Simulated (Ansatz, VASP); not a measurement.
Two plane-wave programs on CdF2

```
CELL_PARAMETERS angstrom
0.00000 2.69418 2.69418
2.69418 0.00000 2.69418
2.69418 2.69418 0.00000
ATOMIC_POSITIONS crystal
Cd 0.00000 0.00000 0.00000
F 0.25000 0.25000 0.25000
F 0.75000 0.75000 0.75000
```

Alike in both runs: task single point; functional PBE-based screened hybrid with a share of 0.35 of exact exchange and HFSCREEN = 0.5; k mesh 4 × 4 × 4; no spin polarisation.

|  | VASP | Ansatz |
| --- | --- | --- |
| version | VASP 6.6.1 | Ansatz 0.2.0 |
| potentials or method | VASP PAW PBE potentials, release 64 (Cd_sv_GW, F) | plane waves |
| plane-wave cutoff (eV) | 520 | 420 |
| occupations | gaussian, width 0.01 eV | fixed |
| valence electrons in the cell | 34 | 34 |

Ansatz gave:

```
gap on the k mesh at the Fermi level (eV) : 5.04
```

Task: What did VASP give for the same quantities?

Result: gap on the k mesh at the Fermi level (eV): 5.02.

VASP's potentials were made for PBE, not for PBE-based screened hybrid. Ansatz's warnings: stress exchange threshold loose, stress scf threshold loose.

The k mesh is coarse, so the values compare programs but aren't converged.
